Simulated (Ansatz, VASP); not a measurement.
# InPt3 in VASP and in Ansatz

```
In Pt
1.0
     3.98800    0.00000    0.00000
     0.00000    3.98800    0.00000
     0.00000    0.00000    4.02788
In Pt
1 3
Direct
  0.00000 0.00000 0.00000
  0.50000 0.50000 0.00000
  0.00000 0.50000 0.50000
  0.50000 0.00000 0.50000
```

Change from the starting cell: zz strain of +1 %, crystal datasets.

Alike in both runs: task electric field gradients; functional PBEsol; k mesh 10 × 10 × 10; occupations fermi-dirac, width 0.05 eV; no spin polarisation.

|  | VASP | Ansatz |
| --- | --- | --- |
| version | VASP 6.6.1 | Ansatz 0.2.0 |
| potentials or method | VASP PAW PBE potentials, release 64 (In_d, Pt), cutoff 520 eV | all-electron PAW with datasets made for the crystal, scalar-relativistic |

|  | VASP | Ansatz | Ansatz less VASP |
| --- | --- | --- | --- |
| pressure (GPa) | -1.5 | -1.4 | +0.12 |
| traceless stress, the component that is largest in VASP (GPa) | -0.80 | -0.80 | -0.002 |
| size of Vzz on the site where it differs most (V/Å²) | 88.3 | 94.2 | +5.93 |

VASP's potentials were made for PBE, not for PBEsol. Ansatz ran all-electron here, and VASP with PAW potentials.

Neither program's run includes spin-orbit coupling.
